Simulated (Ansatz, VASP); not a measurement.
One calculation of P, two programs

File INCAR:

```
SYSTEM = P
PREC = Accurate ; ENCUT = 520
EDIFF = 1E-7 ; ISMEAR = 0
SIGMA = 0.02 ; LREAL = .FALSE.
LASPH = .TRUE. ; NELM = 60
ALGO = Normal ; ISIF = 2
LWAVE = .FALSE. ; LCHARG = .TRUE.
LDIPOL = .TRUE. ; IDIPOL = 3
DIPOL = 0.5 0.5 0.500 ; GGA = PE
IVDW = 12 ; LELF = .TRUE.
LVHAR = .TRUE. ; LVACPOTAV = .TRUE.
NBANDS = 12
```

File KPOINTS:

```
regular mesh
0
G
  9 9 1
  0 0 0
```

The input POSCAR:

```
P
1.0
    3.2610000000      0.0000000000      0.0000000000
   -1.6305000000      2.8241088418      0.0000000000
    0.0000000000      0.0000000000     28.0000000000
P
2
Direct
    0.3333333333      0.6666666667      0.5095357143
    0.6666666667      0.3333333333      0.4904642857
```

Input for Ansatz:

```yaml
crystal:
  lattice:
    - [3.261, 0.0, 0.0]
    - [-1.6305, 2.8241088418, 0.0]
    - [0.0, 0.0, 28.0]
  atoms:
    - { symbol: P, position: [0.3333333333, 0.6666666667, 0.5095357143] }
    - { symbol: P, position: [0.6666666667, 0.3333333333, 0.4904642857] }
  periodic: [true, true, false]
basis:
  ecutwfc: 420
kpoints:
  mp_grid: { grid: [9, 9, 1] }
hamiltonian:
  xc: pbe
  dispersion: d3bj
scf:
  occupations: { method: gaussian, width: 0.02 }
output:
  forces: true
  stress: true
  eigenvalues: true
```

Alike in both runs: task single point; functional PBE; dispersion D3(BJ); k mesh 9 × 9 × 1; occupations gaussian, width 0.02 eV; no spin polarisation.

|  | VASP | Ansatz |
| --- | --- | --- |
| version | VASP 6.6.1 | Ansatz 0.2.0 |
| potentials or method | VASP PAW PBE potentials, release 64 (P), cutoff 520 eV | scalar-relativistic, plane waves, PAW |
| valence electrons in the cell | 10 | 10 |

```tsv
	VASP	Ansatz	Ansatz less VASP
gap on the k mesh at the Fermi level (eV)	none	none	-
rms of the force components (eV/Å)	2.409	2.362	-0.0469
work function, face that differs most (eV)	3.90	3.88	-0.027
```

Atom by atom the forces differ by 0.047 eV/Å (rms over components). A gap of «none» marks a metal or a gap that the smearing closes.
